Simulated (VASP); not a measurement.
Here is a VASP 6.6.1 calculation.

Contents of INCAR:

```
ALGO = Normal ; EDIFF = 1E-6
ENCUT = 520 ; GGA = PE
ISIF = 2 ; ISMEAR = 0
LASPH = T ; LCHARG = F
LREAL = F ; LWAVE = F
NBANDS = 11 ; NELM = 80
PREC = Accurate ; SIGMA = 0.05
```

KPOINTS

```
k-points
0
Gamma
  6 6 6
```

The input POSCAR:

```
Si
1.0
    0.0000000000      2.7278276331      2.7278276331
    2.7278276331      0.0000000000      2.7278276331
    2.7278276331      2.7278276331      0.0000000000
Si
2
Direct
    0.5000000000      0.5000000000      0.5000000000
    0.7500000000      0.7500000000      0.7500000000
```

Potentials or basis: VASP PAW PBE potentials, release 64 (Si).

Command:

```console
$ cat potpaw_PBE.64/Si/POTCAR > POTCAR
$ mpirun -np 1 vasp_std > vasp.out
```

(1) Predict the pressure.

(2) Predict the band gap on the k mesh.

## Answers

(1) 0.7 GPa.

(2) 0.73 eV (least direct gap 2.56 eV).
